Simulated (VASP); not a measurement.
# WC (Fm-3m) in VASP: notebook, part 2 of 2

VASP 6.6.1. Earlier steps stand in the parts before.

## 3. Single point, PBE

This run uses another cell than the first one, of 11.17 Å³/atom.

Input file INCAR:

```
PREC = Accurate
ENCUT = 600
EDIFF = 1E-6
ISMEAR = -1
SIGMA = 0.05
LREAL = F
LASPH = T
NELM = 120
ALGO = Normal
ISIF = 2
LWAVE = F
LCHARG = F
GGA = PE
NBANDS = 16
GGA_COMPAT = F
```

Input file KPOINTS:

```
regular mesh
0
Gamma
  10 10 10
```

Input file POSCAR:

```
WC
1.0
    0.0000000000      2.2356887219      2.2356887219
    2.2356887219      0.0000000000      2.2356887219
    2.2356887219      2.2356887219      0.0000000000
W C
1 1
Direct
    0.0000000000      0.0000000000      0.0000000000
    0.5000000000      0.5000000000      0.5000000000
```

Potentials or basis: VASP PAW PBE potentials, release 64 (W_sv, C).

The run is started by

```bash
$ cat potpaw_PBE.64/W_sv/POTCAR potpaw_PBE.64/C/POTCAR > POTCAR
$ mpirun -np 1 vasp_std > vasp.out
```

OUTCAR:

```text
PREC = Accurate
   ENCUT = 600
   EDIFF = 1E-6
   ISMEAR = -1
   LREAL = F
   LASPH = T
   NELM = 120
   ISIF = 2
   GGA = PE

 ion  position               nearest neighbor table
   1  0.000  0.000  0.000-   2 2.24   2 2.24   2 2.24   2 2.24   2 2.24   2 2.24
   2  0.500  0.500  0.500-   1 2.24   1 2.24   1 2.24   1 2.24   1 2.24   1 2.24

  LATTYP: Found a face centered cubic cell.
 ALAT       =     4.4713774438

  Lattice vectors:

 A1 = (   0.0000000000,   2.2356887219,   2.2356887219)
 A2 = (   2.2356887219,   0.0000000000,   2.2356887219)
 A3 = (   2.2356887219,   2.2356887219,   0.0000000000)

Analysis of symmetry for initial positions (statically):
=====================================================================
 Subroutine PRICEL returns:
 Original cell was already a primitive cell.

 Routine SETGRP: Setting up the symmetry group for a
 face centered cubic supercell.

 Subroutine GETGRP returns: Found 48 space group operations
 (whereof 48 operations were pure point group operations)
 out of a pool of 48 trial point group operations.

The static configuration has the point symmetry O_h .

Analysis of symmetry for dynamics (positions and initial velocities):
=====================================================================
 Subroutine PRICEL returns:
 Original cell was already a primitive cell.

 Routine SETGRP: Setting up the symmetry group for a
 face centered cubic supercell.

 Subroutine GETGRP returns: Found 48 space group operations
 (whereof 48 operations were pure point group operations)
 out of a pool of 48 trial point group operations.

The dynamic configuration has the point symmetry O_h .

 Subroutine INISYM returns: Found 48 space group operations
 (whereof 48 operations are pure point group operations),
 and found     1 'primitive' translations

----------------------------------------------------------------------------------------

                                     Primitive cell

  volume of cell :      22.3493

  direct lattice vectors                    reciprocal lattice vectors
     0.000000000  2.235688722  2.235688722    -0.223644730  0.223644730  0.223644730
     2.235688722  0.000000000  2.235688722     0.223644730 -0.223644730  0.223644730
     2.235688722  2.235688722  0.000000000     0.223644730  0.223644730 -0.223644730

  length of vectors
     3.161741312  3.161741312  3.161741312     0.387364035  0.387364035  0.387364035

  position of ions in fractional coordinates (direct lattice)
     0.000000000  0.000000000  0.000000000
     0.500000000  0.500000000  0.500000000

  ion indices of the primitive-cell ions
   primitive index   ion index
                 1           1
                 2           2

----------------------------------------------------------------------------------------

 KPOINTS: regular mesh

Automatic generation of k-mesh.
 Grid dimensions read from file:
 generate k-points for:   10   10   10

 Generating k-lattice:

  Cartesian coordinates                     Fractional coordinates (reciprocal lattice)
    -0.022364473  0.022364473  0.022364473     0.100000000  0.000000000  0.000000000
     0.022364473 -0.022364473  0.022364473     0.000000000  0.100000000  0.000000000
     0.022364473  0.022364473 -0.022364473     0.000000000  0.000000000  0.100000000

  Length of vectors
     0.038736403  0.038736403  0.038736403

  Shift w.r.t. Gamma in fractional coordinates (k-lattice)
     0.000000000  0.000000000  0.000000000

 Subroutine IBZKPT returns following result:
 ===========================================

 Found     47 irreducible k-points:

 Following reciprocal coordinates:
            Coordinates               Weight
  0.000000  0.000000  0.000000      1.000000
  0.100000  0.000000  0.000000      8.000000
  0.200000  0.000000  0.000000      8.000000
  0.300000  0.000000  0.000000      8.000000
  0.400000  0.000000  0.000000      8.000000
  0.500000  0.000000  0.000000      4.000000
[... 16 lines left out ...]
  0.300000  0.300000  0.000000      6.000000
  0.400000  0.300000  0.000000     24.000000
 [... further k-points ...]
   k-points           NKPTS =     47   k-points in BZ     NKDIM =     47   number of bands    NBANDS=     16
   number of dos      NEDOS =    301   number of ions     NIONS =      2
   total plane-waves  NPLWV =  21952
   dimension x,y,z NGX =    28 NGY =   28 NGZ =   28
   dimension x,y,z NGXF=    56 NGYF=   56 NGZF=   56
   ions per type =               1   1
   NGX,Y,Z   is equivalent  to a cutoff of  14.72, 14.72, 14.72 a.u.
   NGXF,Y,Z  is equivalent  to a cutoff of  29.45, 29.45, 29.45 a.u.
 SYSTEM =  unknown system
   PREC   = accura    normal or accurate (medium, high low for compatibility)
   ISTART =      0    job   : 0-new  1-cont  2-samecut
   ICHARG =      2    charge: 1-file 2-atom 10-const
   ISPIN  =      1    spin polarized calculation?
   LNONCOLLINEAR =      F non collinear calculations
   LSORBIT =      F    spin-orbit coupling
   LASPH  =      T    aspherical Exc in radial PAW
   ENCUT  =  600.0 eV  44.10 Ry    6.64 a.u.   6.31  6.31  6.31*2*pi/ulx,y,z
   NELM   =    120;   NELMIN=  2; NELMDL= -5     # of ELM steps
   EDIFF  = 0.1E-05   stopping-criterion for ELM
   LREAL  =      F    real-space projection
   EDIFFG = 0.1E-04   stopping-criterion for IOM
   NSW    =      0    number of steps for IOM
   IBRION =     -1    ionic relax: 0-MD 1-quasi-New 2-CG
   NFREE  =      0    steps in history (QN), initial steepest desc. (CG)
   ISIF   =      2    stress and relaxation
   ISYM   =      2    0-nonsym 1-usesym 2-fastsym
   POTIM  = 0.5000    time-step for ionic-motion
   TEBEG  =    0.0;   TEEND  =   0.0 temperature during run
   PSTRESS=    0.0 pullay stress
   NELECT =      18.0000    total number of electrons
   NUPDOWN=      -1.0000    fix difference up-down
   EMIN   =  10.00;   EMAX   =-10.00  energy-range for DOS
   EFERMI =   0.00;   METHOD = LEGACY
   ISMEAR =    -1;   SIGMA  =   0.05  broadening in eV -4-tet -1-fermi 0-gaus
   EFERMI_NEDOS =   21; number of points for ismear=-14 and -15
   IALGO  =     38    algorithm
   IMIX   =      4    mixing-type and parameters
     AMIX     =   0.40;   BMIX     =  1.00
     AMIX_MAG =   1.60;   BMIX_MAG =  1.00
  volume/ion in A,a.u.               =      11.17        75.41
  Fermi-wavevector in a.u.,A,eV,Ry     =   1.523156  2.878347 31.565566  2.320004
  Thomas-Fermi vector in A             =   2.631637
   LORBIT       =      0    0 simple, 1 ext, 2 COOP (PROOUT), +10 PAW based schemes
   GGA     = PE    functional components
   LHFCALC =     F    Hartree Fock is set to
   AEXX    =    0.0000 exact exchange contribution
   IVDW    =     0    specifies the selected vdW correction
   LEPSILON=     F    determine dielectric tensor
   LRPA    =     F    only Hartree local field effects (RPA)
 non-spin polarized calculation
  energy-cutoff  :      600.00
  volume of cell :       22.35
 maximum number of plane-waves:       763
 NGX is ok and might be reduce to    28
   NGX = 13   NGY = 13   NGZ = 13

 number of electron      17.9999999 magnetization

 Free energy of the ion-electron system (eV)
  ---------------------------------------------------
  ext. energy  EPLUGINS =         0.00000000
  ---------------------------------------------------
  free energy    TOTEN  =       -21.49141494 eV

  energy without entropy =      -21.48453425  energy(sigma->0) =      -21.48797460

 E-fermi :  11.5654     XC(G=0): -13.3922

 val. band max:       11.4651357667   @ k =   0.3000   0.2000   0.1000
 cond. band min:      11.6170295685   @ k =  -0.3000   0.3000   0.1000
 fundamental gap:      0.1518938018
 Fermi energy:        11.5653924000

 k-point     1 :       0.0000    0.0000    0.0000
  band No.  band energies     occupation
      1     -63.9482      2.00000
      2     -27.9449      2.00000
      3     -27.9449      2.00000
      4     -27.9449      2.00000
      5      -3.7657      2.00000
      6       8.9944      2.00000
[... 8 lines left out ...]
     15      21.2711      0.00000
     16      33.6848      0.00000
[... 419 lines left out ...]
 k-point    24 :       0.4000    0.3000    0.0000
  band No.  band energies     occupation
      1     -63.9188      2.00000
      2     -28.2873      2.00000
      3     -28.0864      2.00000
      4     -28.0724      2.00000
      5      -1.4351      2.00000
      6       4.7883      2.00000
[... 8 lines left out ...]
     15      22.7791      0.00000
     16      26.3158      0.00000

 [... further k-points ...]

------------------------ aborting loop because EDIFF is reached ----------------------------------------

  FORCE on cell =-STRESS in cart. coord.  units (eV):
  Direction    XX          YY          ZZ          XY          YZ          ZX
  --------------------------------------------------------------------------------------
  -------------------------------------------------------------------------------------
  Total       -2.6916539     -2.6916539     -2.6916539     -0.0000000     -0.0000000     -0.0000000
  in kB     -192.9593338   -192.9593338   -192.9593338     -0.0000000     -0.0000000     -0.0000000
  external PRESSURE =    -192.9593338 kB  Pullay stress =       0.0000000 kB

 VOLUME and BASIS-vectors are now :
 -----------------------------------------------------------------------------
  energy-cutoff  :      600.00
  volume of cell :       22.35
      direct lattice vectors                 reciprocal lattice vectors
     0.000000000  2.235688722  2.235688722    -0.223644730  0.223644730  0.223644730
     2.235688722  0.000000000  2.235688722     0.223644730 -0.223644730  0.223644730
     2.235688722  2.235688722  0.000000000     0.223644730  0.223644730 -0.223644730

 POSITION                                       TOTAL-FORCE (eV/Angst)
 -----------------------------------------------------------------------------------
      0.00000      0.00000      0.00000        -0.000000     -0.000000     -0.000000
      2.23569      2.23569      2.23569         0.000000      0.000000      0.000000
 -----------------------------------------------------------------------------------
    total drift:                               -0.000000      0.000000      0.000000

  FREE ENERGIE OF THE ION-ELECTRON SYSTEM (eV)
  ---------------------------------------------------
  free  energy   TOTEN  =       -21.4914149415 eV

  energy  without entropy=      -21.4845342526  energy(sigma->0) =      -21.48797460
```

OSZICAR:

```text
N       E                     dE             d eps       ncg     rms          rms(c)
DAV:   1     0.117893866319E+03    0.11789E+03   -0.10413E+04  1512   0.137E+03
DAV:   2    -0.213642142150E+02   -0.13926E+03   -0.13430E+03  1848   0.351E+02
DAV:   3    -0.249582300571E+02   -0.35940E+01   -0.35830E+01  1632   0.525E+01
DAV:   4    -0.249779642959E+02   -0.19734E-01   -0.19733E-01  1944   0.447E+00
DAV:   5    -0.249781231047E+02   -0.15881E-03   -0.15881E-03  1656   0.382E-01    0.272E+01
DAV:   6    -0.216429285164E+02    0.33352E+01   -0.91311E+00  1840   0.277E+01    0.634E+00
DAV:   7    -0.215213573974E+02    0.12157E+00   -0.61121E-01  1576   0.608E+00    0.555E+00
DAV:   8    -0.214939123363E+02    0.27445E-01   -0.10388E-01  1672   0.275E+00    0.134E+00
DAV:   9    -0.214915010479E+02    0.24113E-02   -0.47349E-03  1568   0.637E-01    0.134E-01
DAV:  10    -0.214914147485E+02    0.86299E-04   -0.45515E-04  1856   0.226E-01    0.527E-02
DAV:  11    -0.214914158307E+02   -0.10822E-05   -0.18034E-05  1704   0.424E-02    0.111E-02
DAV:  12    -0.214914149415E+02    0.88914E-06   -0.14320E-06  1320   0.144E-02
   1 F= -.21491415E+02 E0= -.21487975E+02  d E =-.688069E-02
```

stdout:

```text
POSCAR found type information on POSCAR W C
 POSCAR found :  2 types and       2 ions
 scaLAPACK will be used
 LDA part: xc-table for (Slater+PW92), standard interpolation
 POSCAR, INCAR and KPOINTS ok, starting setup
 FFT: planning ... GRIDC
 FFT: planning ... GRID_SOFT
 FFT: planning ... GRID
 WAVECAR not read
 entering main loop
```

It took 14 s on 1 thread of AMD EPYC 9R45 (Zen 5), shared host; peak memory 0.14 GiB.

What came out:

| Property | Result |
| --- | --- |
| Free energy | -21.4914 eV |
| Pressure | -19.3 GPa |
| Band gap on the k mesh | zero (bands 9 and 10 overlap by 2.90 eV) |

Levels at points of the mesh, in eV from the Fermi level:
| k point | band 5 | band 6 | band 7 | band 8 | band 9 | band 10 | band 11 | band 12 | band 13 | band 14 |
| --- | --- | --- | --- | --- | --- | --- | --- | --- | --- | --- |
| (0.00, 0.00, 0.00) | -15.33 | -2.57 | -2.57 | -2.57 | -0.99 | -0.99 | -0.99 | -0.94 | -0.94 | 5.81 |
| (0.50, 0.00, 0.00) | -11.12 | -9.33 | -6.20 | -6.20 | 0.89 | 0.89 | 2.06 | 4.80 | 8.12 | 8.12 |
| (0.50, 0.50, 0.00) | -13.15 | -5.47 | -5.36 | -2.43 | -2.43 | 0.71 | 2.00 | 2.00 | 4.85 | 6.50 |

Caveat: the cell stands under tension; spin-orbit coupling is left out, which moves the levels of the heavy elements.

The gap in the log of VASP goes by the Fermi energy; the results here count the filled bands.